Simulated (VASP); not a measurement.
# NiO (Pm-3m) in VASP: notebook

The runs below take NiO through single point, with PBE.

Everything below comes from runs of VASP 6.6.1. Logs are shortened: lines on timing, memory, paths and dates and some standing lists are left out, and cuts for length are marked.

## Step 1: The cell of the first run

Symmetry: Pm-3m, No. 221, cubic system. Conventional cell: a = 2.505 Å, b = 2.505 Å, c = 2.505 Å, α = 90.00°, β = 90.00°, γ = 90.00°. Within 2.9 Å of Ni (site symmetry m-3m) lie 8 O at 2.17 Å and 6 Ni at 2.50 Å. Within 2.9 Å of O (site symmetry m-3m) lie 8 Ni at 2.17 Å and 6 O at 2.50 Å.

## Step 2: Single point, PBE, collinear spin, ferromagnetic start

INCAR

```
SYSTEM = NiO
PREC = Accurate
ENCUT = 520
EDIFF = 1E-6
ISMEAR = -1
SIGMA = 0.05
LREAL = .False.
LASPH = .True.
NELM = 150
ALGO = Normal
ISIF = 2
LWAVE = .False.
LCHARG = .True.
ISPIN = 2
MAGMOM = 1 0
LORBIT = 11
LMAXMIX = 4
GGA = PE
LELF = .True.
LVHAR = .True.
NBANDS = 19
```

KPOINTS

```
regular mesh
0
Gamma
  11 11 11
  0 0 0
```

POSCAR

```
NiO
1.0
    2.5046153800      0.0000000000      0.0000000000
    0.0000000000      2.5046153800      0.0000000000
    0.0000000000      0.0000000000      2.5046153800
Ni O
1 1
Direct
    0.0000000000      0.0000000000      0.0000000000
    0.5000000000      0.5000000000      0.5000000000
```

Potentials or basis: VASP PAW PBE potentials, release 64 (Ni, O).

Command:

```sh
cat potpaw_PBE.64/Ni/POTCAR potpaw_PBE.64/O/POTCAR > POTCAR
mpirun -np 1 vasp_std > vasp.out
```

OUTCAR:

```text
SYSTEM = NiO
   PREC = Accurate
   ENCUT = 520
   EDIFF = 1E-6
   ISMEAR = -1
   LREAL = .False.
   LASPH = .True.
   NELM = 150
   ISIF = 2
   ISPIN = 2
   LORBIT = 11
   GGA = PE

 ion  position               nearest neighbor table
   1  0.000  0.000  0.000-   2 2.17   2 2.17   2 2.17   2 2.17   2 2.17   2 2.17   2 2.17   2 2.17

   2  0.500  0.500  0.500-   1 2.17   1 2.17   1 2.17   1 2.17   1 2.17   1 2.17   1 2.17   1 2.17

  LATTYP: Found a simple cubic cell.
 ALAT       =     2.5046153800

  Lattice vectors:

 A1 = (   2.5046153800,   0.0000000000,   0.0000000000)
 A2 = (   0.0000000000,   2.5046153800,   0.0000000000)
 A3 = (   0.0000000000,   0.0000000000,   2.5046153800)

Analysis of symmetry for initial positions (statically):
=====================================================================
 Subroutine PRICEL returns:
 Original cell was already a primitive cell.

 Routine SETGRP: Setting up the symmetry group for a
 simple cubic supercell.

 Subroutine GETGRP returns: Found 48 space group operations
 (whereof 48 operations were pure point group operations)
 out of a pool of 48 trial point group operations.

The static configuration has the point symmetry O_h .

Analysis of symmetry for dynamics (positions and initial velocities):
=====================================================================
 Subroutine PRICEL returns:
 Original cell was already a primitive cell.

 Routine SETGRP: Setting up the symmetry group for a
 simple cubic supercell.

 Subroutine GETGRP returns: Found 48 space group operations
 (whereof 48 operations were pure point group operations)
 out of a pool of 48 trial point group operations.

The dynamic configuration has the point symmetry O_h .

Analysis of structural, dynamic, and magnetic symmetry:
=====================================================================
 Subroutine PRICEL returns:
 Original cell was already a primitive cell.

 Routine SETGRP: Setting up the symmetry group for a
 simple cubic supercell.

 Subroutine GETGRP returns: Found 48 space group operations
 (whereof 48 operations were pure point group operations)
 out of a pool of 48 trial point group operations.

The overall configuration has the point symmetry O_h .

 Subroutine INISYM returns: Found 48 space group operations
 (whereof 48 operations are pure point group operations),
 and found     1 'primitive' translations

----------------------------------------------------------------------------------------

                                     Primitive cell

  volume of cell :      15.7117

  direct lattice vectors                    reciprocal lattice vectors
     2.504615380  0.000000000  0.000000000     0.399262900  0.000000000  0.000000000
     0.000000000  2.504615380  0.000000000     0.000000000  0.399262900  0.000000000
     0.000000000  0.000000000  2.504615380     0.000000000  0.000000000  0.399262900

  length of vectors
     2.504615380  2.504615380  2.504615380     0.399262900  0.399262900  0.399262900

  position of ions in fractional coordinates (direct lattice)
[... 8 lines left out ...]
----------------------------------------------------------------------------------------

 KPOINTS: regular mesh

Automatic generation of k-mesh.
 Grid dimensions read from file:
 generate k-points for:   11   11   11

 Generating k-lattice:

  Cartesian coordinates                     Fractional coordinates (reciprocal lattice)
     0.036296627  0.000000000  0.000000000     0.090909091  0.000000000  0.000000000
     0.000000000  0.036296627  0.000000000     0.000000000  0.090909091  0.000000000
     0.000000000  0.000000000  0.036296627     0.000000000  0.000000000  0.090909091

  Length of vectors
     0.036296627  0.036296627  0.036296627

  Shift w.r.t. Gamma in fractional coordinates (k-lattice)
     0.000000000  0.000000000  0.000000000

 Subroutine IBZKPT returns following result:
 ===========================================

 Found     56 irreducible k-points:

 Following reciprocal coordinates:
            Coordinates               Weight
  0.000000  0.000000  0.000000      1.000000
  0.090909  0.000000  0.000000      6.000000
  0.181818  0.000000  0.000000      6.000000
  0.272727  0.000000  0.000000      6.000000
  0.363636  0.000000  0.000000      6.000000
  0.454545  0.000000  0.000000      6.000000
[... 16 lines left out ...]
  0.181818  0.090909  0.090909     24.000000
  0.272727  0.090909  0.090909     24.000000
 [... further k-points ...]
   k-points           NKPTS =     56   k-points in BZ     NKDIM =     56   number of bands    NBANDS=     19
   number of dos      NEDOS =    301   number of ions     NIONS =      2
   total plane-waves  NPLWV =   8000
   dimension x,y,z NGX =    20 NGY =   20 NGZ =   20
   dimension x,y,z NGXF=    40 NGYF=   40 NGZF=   40
   ions per type =               1   1
   NGX,Y,Z   is equivalent  to a cutoff of  13.28, 13.28, 13.28 a.u.
   NGXF,Y,Z  is equivalent  to a cutoff of  26.55, 26.55, 26.55 a.u.
 SYSTEM =  NiO
   PREC   = accura    normal or accurate (medium, high low for compatibility)
   ISTART =      0    job   : 0-new  1-cont  2-samecut
   ICHARG =      2    charge: 1-file 2-atom 10-const
   ISPIN  =      2    spin polarized calculation?
   LNONCOLLINEAR =      F non collinear calculations
   LSORBIT =      F    spin-orbit coupling
   LASPH  =      T    aspherical Exc in radial PAW
   ENCUT  =  520.0 eV  38.22 Ry    6.18 a.u.   4.66  4.66  4.66*2*pi/ulx,y,z
   NELM   =    150;   NELMIN=  2; NELMDL= -5     # of ELM steps
   EDIFF  = 0.1E-05   stopping-criterion for ELM
   LREAL  =      F    real-space projection
   EDIFFG = 0.1E-04   stopping-criterion for IOM
   NSW    =      0    number of steps for IOM
   IBRION =     -1    ionic relax: 0-MD 1-quasi-New 2-CG
   NFREE  =      0    steps in history (QN), initial steepest desc. (CG)
   ISIF   =      2    stress and relaxation
   ISYM   =      2    0-nonsym 1-usesym 2-fastsym
   POTIM  = 0.5000    time-step for ionic-motion
   TEBEG  =    0.0;   TEEND  =   0.0 temperature during run
   PSTRESS=    0.0 pullay stress
   NELECT =      16.0000    total number of electrons
   NUPDOWN=      -1.0000    fix difference up-down
   EMIN   =  10.00;   EMAX   =-10.00  energy-range for DOS
   EFERMI =   0.00;   METHOD = LEGACY
   ISMEAR =    -1;   SIGMA  =   0.05  broadening in eV -4-tet -1-fermi 0-gaus
   EFERMI_NEDOS =   21; number of points for ismear=-14 and -15
   IALGO  =     38    algorithm
   IMIX   =      4    mixing-type and parameters
     AMIX     =   0.40;   BMIX     =  1.00
     AMIX_MAG =   1.60;   BMIX_MAG =  1.00
  volume/ion in A,a.u.               =       7.86        53.01
  Fermi-wavevector in a.u.,A,eV,Ry     =   1.647051  3.112476 36.909583  2.712778
  Thomas-Fermi vector in A             =   2.736576
   LORBIT       =     11    0 simple, 1 ext, 2 COOP (PROOUT), +10 PAW based schemes
   GGA     = PE    functional components
   LHFCALC =     F    Hartree Fock is set to
   AEXX    =    0.0000 exact exchange contribution
   IVDW    =     0    specifies the selected vdW correction
   LEPSILON=     F    determine dielectric tensor
   LRPA    =     F    only Hartree local field effects (RPA)
 spin polarized calculation
  energy-cutoff  :      520.00
  volume of cell :       15.71
 maximum number of plane-waves:       441
 NGX is ok and might be reduce to    20
   NGX =  9   NGY =  9   NGZ =  9

 number of electron      15.9999993 magnetization       0.7710180

 Free energy of the ion-electron system (eV)
  ---------------------------------------------------
  ext. energy  EPLUGINS =         0.00000000
  ---------------------------------------------------
  free energy    TOTEN  =       -10.33719214 eV

  energy without entropy =      -10.31137062  energy(sigma->0) =      -10.32428138

 E-fermi :   9.7660     XC(G=0): -13.7254

 val. band max:        9.7646302809   @ k =   0.1818   0.0000   0.0000
 cond. band min:       9.7678260039   @ k =   0.4545   0.4545   0.0000
 fundamental gap:      0.0031957230
 Fermi energy:         9.7660486193

 spin component 1

 k-point     1 :       0.0000    0.0000    0.0000
  band No.  band energies     occupation
      1     -11.5840      1.00000
      2       6.0810      1.00000
      3       6.0810      1.00000
      4       6.7315      1.00000
      5       6.7315      1.00000
      6       6.7315      1.00000
[... 11 lines left out ...]
     18      44.1628      0.00000
     19      45.8247      0.00000

 k-point     2 :       0.0909    0.0000    0.0000
  band No.  band energies     occupation
      1     -11.4818      1.00000
      2       5.3713      1.00000
      3       6.1133      1.00000
      4       6.5616      1.00000
      5       6.5616      1.00000
      6       6.9342      1.00000
[... 11 lines left out ...]
     18      42.7231      0.00000
     19      45.8283      0.00000

 k-point     3 :       0.1818    0.0000    0.0000
  band No.  band energies     occupation
      1     -11.1924      1.00000
      2       3.9202      1.00000
      3       6.2007      1.00000
      4       6.2110      1.00000
      5       6.2110      1.00000
      6       7.3906      1.00000
[... 11 lines left out ...]
     18      41.6148      0.00000
     19      45.8392      0.00000

 k-point     4 :       0.2727    0.0000    0.0000
  band No.  band energies     occupation
      1     -10.7749      1.00000
      2       2.3816      1.00000
      3       5.8613      1.00000
      4       5.8613      1.00000
      5       6.3174      1.00000
      6       8.0101      1.00000
[... 407 lines left out ...]
     18      44.7538      0.00000
     19      46.8422      0.00000

 k-point    23 :       0.1818    0.0909    0.0909
  band No.  band energies     occupation
      1     -11.0071      1.00000
      2       4.0194      1.00000
      3       5.3925      1.00000
      4       5.5398      1.00000
      5       6.8564      1.00000
      6       7.6030      1.00000
[... 11 lines left out ...]
     18      43.4324      0.00000
     19      46.8652      0.00000

 k-point    24 :       0.2727    0.0909    0.0909
  band No.  band energies     occupation
      1     -10.6100      1.00000
      2       2.5674      1.00000
      3       5.3129      1.00000
      4       5.6115      1.00000
      5       6.6886      1.00000
      6       8.0732      1.00000
[... 11 lines left out ...]
     18      42.4239      0.00000
     19      46.7120      0.00000

 [... further k-points ...]

 spin component 2

 k-point     1 :       0.0000    0.0000    0.0000
  band No.  band energies     occupation
      1     -11.3470      1.00000
      2       6.5280      1.00000
      3       6.5280      1.00000
      4       7.0247      1.00000
      5       7.0247      1.00000
      6       7.0247      1.00000
[... 11 lines left out ...]
     18      44.1559      0.00000
     19      45.9597      0.00000

 k-point     2 :       0.0909    0.0000    0.0000
  band No.  band energies     occupation
      1     -11.2431      1.00000
      2       5.6957      1.00000
      3       6.5624      1.00000
      4       6.8875      1.00000
      5       6.8875      1.00000
      6       7.3361      1.00000
[... 11 lines left out ...]
     18      42.7715      0.00000
     19      45.9600      0.00000

 k-point     3 :       0.1818    0.0000    0.0000
  band No.  band energies     occupation
      1     -10.9483      1.00000
      2       4.1755      1.00000
      3       6.5833      1.00000
      4       6.5833      1.00000
      5       6.6556      1.00000
      6       7.8467      1.00000
[... 11 lines left out ...]
     18      41.6938      0.00000
     19      45.9613      0.00000

 k-point     4 :       0.2727    0.0000    0.0000
  band No.  band energies     occupation
      1     -10.5221      1.00000
      2       2.5976      1.00000
      3       6.2634      1.00000
      4       6.2634      1.00000
      5       6.7804      1.00000
      6       8.5051      1.00000
[... 407 lines left out ...]
     18      44.7472      0.00000
     19      46.9869      0.00000

 k-point    23 :       0.1818    0.0909    0.0909
  band No.  band energies     occupation
      1     -10.7594      1.00000
      2       4.2816      1.00000
      3       5.7454      1.00000
      4       5.8681      1.00000
      5       7.3334      1.00000
      6       8.0874      1.00000
[... 11 lines left out ...]
     18      43.4700      0.00000
     19      46.9642      0.00000

 k-point    24 :       0.2727    0.0909    0.0909
  band No.  band energies     occupation
      1     -10.3538      1.00000
      2       2.7887      1.00000
      3       5.6868      1.00000
      4       5.9626      1.00000
      5       7.1737      1.00000
      6       8.6056      1.00000
[... 11 lines left out ...]
     18      42.5074      0.00000
     19      46.7916      0.00000

 [... further k-points ...]

------------------------ aborting loop because EDIFF is reached ----------------------------------------

  FORCE on cell =-STRESS in cart. coord.  units (eV):
  Direction    XX          YY          ZZ          XY          YZ          ZX
  --------------------------------------------------------------------------------------
  -------------------------------------------------------------------------------------
  Total        2.4733183      2.4733183      2.4733183      0.0000000     -0.0000000     -0.0000000
  in kB      252.2129931    252.2129931    252.2129931      0.0000000     -0.0000000     -0.0000000
  external PRESSURE =     252.2129931 kB  Pullay stress =       0.0000000 kB

 VOLUME and BASIS-vectors are now :
 -----------------------------------------------------------------------------
  energy-cutoff  :      520.00
  volume of cell :       15.71
      direct lattice vectors                 reciprocal lattice vectors
     2.504615380  0.000000000  0.000000000     0.399262900  0.000000000  0.000000000
     0.000000000  2.504615380  0.000000000     0.000000000  0.399262900  0.000000000
     0.000000000  0.000000000  2.504615380     0.000000000  0.000000000  0.399262900

 POSITION                                       TOTAL-FORCE (eV/Angst)
 -----------------------------------------------------------------------------------
      0.00000      0.00000      0.00000         0.000000      0.000000      0.000000
      1.25231      1.25231      1.25231         0.000000      0.000000      0.000000
 -----------------------------------------------------------------------------------
    total drift:                                0.000000      0.000000      0.000000

  FREE ENERGIE OF THE ION-ELECTRON SYSTEM (eV)
  ---------------------------------------------------
  free  energy   TOTEN  =       -10.3371921434 eV

  energy  without entropy=      -10.3113706224  energy(sigma->0) =      -10.32428138

 total charge

# of ion       s       p       d       tot
------------------------------------------
    1        0.344   0.445   8.381   9.171
    2        1.604   3.323   0.000   4.926
--------------------------------------------------
tot          1.948   3.768   8.381  14.097

 magnetization (x)

# of ion       s       p       d       tot
------------------------------------------
    1       -0.004  -0.002   0.601   0.595
    2        0.003   0.159   0.000   0.162
--------------------------------------------------
tot         -0.001   0.157   0.601   0.757
```

Wall time 30 s (1 thread of Intel Xeon Platinum 8488C (Sapphire Rapids), shared host); peak memory 0.15 GiB.

What came out:

| Property | Result |
| --- | --- |
| Free energy | -10.3372 eV |
| Pressure | 25.2 GPa |
| Net moment | 0.77 μB per cell |
| Site moments | Ni +0.59; O +0.16 μB |
| Valence electrons inside the program's atomic spheres | Ni 9.17; O 4.93 |

Caveat: a cell with one magnetic atom can't hold antiferromagnetic order, which such compounds often take; semilocal functionals often make such compounds metallic where correlation or magnetic order opens a gap, which also shifts bond lengths. With open d or f shells a metallic result of PBE can be an artefact of self-interaction; +U or a hybrid may open a gap.

[end of part 1 of 2]
